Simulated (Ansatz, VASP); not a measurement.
**TiO in VASP and in Ansatz**

Contents of INCAR:

```
PREC = Accurate ; ENCUT = 520
EDIFF = 1E-6 ; ISMEAR = 0
SIGMA = 0.1 ; LREAL = F
LASPH = T ; NELM = 60
ALGO = Normal ; ISIF = 2
LWAVE = F ; LCHARG = F
GGA = PS ; NBANDS = 26
```

The input KPOINTS:

```
regular mesh
0
Gamma
  3 3 1
```

Contents of POSCAR:

```
TiO
1.0
    2.8516080131      0.0000000000      0.0000000000
   -1.4258040066      2.4695649810      0.0000000000
    0.0000000000      0.0000000000      5.5675030000
Ti O
2 2
Direct
    0.3333333333      0.6666666667      0.2500000000
    0.6666666667      0.3333333333      0.7500000000
    0.0000000000      0.0000000000      0.0000000000
    0.0000000000      0.0000000000      0.5000000000
```

Input for Ansatz:

```yaml
crystal:
  lattice:
    - [2.8516080131, 0.0, 0.0]
    - [-1.4258040066, 2.469564981, 0.0]
    - [0.0, 0.0, 5.567503]
  atoms:
    - { symbol: Ti, position: [0.3333333333, 0.6666666667, 0.25] }
    - { symbol: Ti, position: [0.6666666667, 0.3333333333, 0.75] }
    - { symbol: O, position: [0.0, 0.0, 0.0] }
    - { symbol: O, position: [0.0, 0.0, 0.5] }
basis:
  ecutwfc: 420
kpoints:
  mp_grid: { grid: [3, 3, 1] }
hamiltonian:
  xc: pbesol
scf:
  occupations: { method: gaussian, width: 0.1 }
output:
  forces: true
  stress: true
  eigenvalues: true
```

Alike in both runs: task single point; functional PBEsol; k mesh 3 × 3 × 1; occupations gaussian, width 0.1 eV; no spin polarisation.

|  | VASP | Ansatz |
| --- | --- | --- |
| version | VASP 6.6.1 | Ansatz 0.2.0 |
| potentials or method | VASP PAW PBE potentials, release 64 (Ti_sv, O), cutoff 520 eV | scalar-relativistic, plane waves, PAW |
| valence electrons in the cell | 36 | 36 |

```tsv
	VASP	Ansatz	Ansatz less VASP
gap on the k mesh at the Fermi level (eV)	none	none	-
pressure (GPa)	-7.2	-7.9	-0.72
traceless stress, the component that is largest in VASP (GPa)	2.74	2.73	-0.015
```

VASP's potentials were made for PBE, not for PBEsol. A gap of «none» marks a metal or a gap that the smearing closes. The functional is the same, so the differences come from potentials, cutoffs and numerics.

The k mesh is coarse, so the values compare programs but aren't converged.
